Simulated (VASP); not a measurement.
A run of VASP 6.6.1 is set up as follows.

INCAR

```
ALGO = Normal ; EDIFF = 1E-7
ENCUT = 520 ; ISIF = 2
ISMEAR = 0 ; LASPH = True
LCHARG = False ; LREAL = False
LWAVE = False ; NBANDS = 11
NELM = 80 ; PREC = Accurate
SIGMA = 0.05
```

File KPOINTS:

```
k-points
0
Gamma
  8 8 8
```

POSCAR

```
MgS
1.0
    0.0000000000      2.5366087500      2.5366087500
    2.5366087500      0.0000000000      2.5366087500
    2.5366087500      2.5366087500      0.0000000000
Mg S
1 1
Direct
    0.0000000000      0.0000000000      0.0000000000
    0.5000000000      0.5000000000      0.5000000000
```

Potentials or basis: VASP PAW LDA potentials, release 64 (Mg, S).

Launch:

```bash
$ cat potpaw_LDA.64/Mg/POTCAR potpaw_LDA.64/S/POTCAR > POTCAR
$ mpirun -np 1 vasp_std > vasp.out
```

Estimate the band gap on the k mesh.

2.72 eV, indirect (least direct gap 4.12 eV).

What does it give for the pressure?

2.3 GPa.

Caveat: the cell differs from its parent crystal (strain -0.025 along x and y, -0.025 along z). A k mesh can miss the band edges.
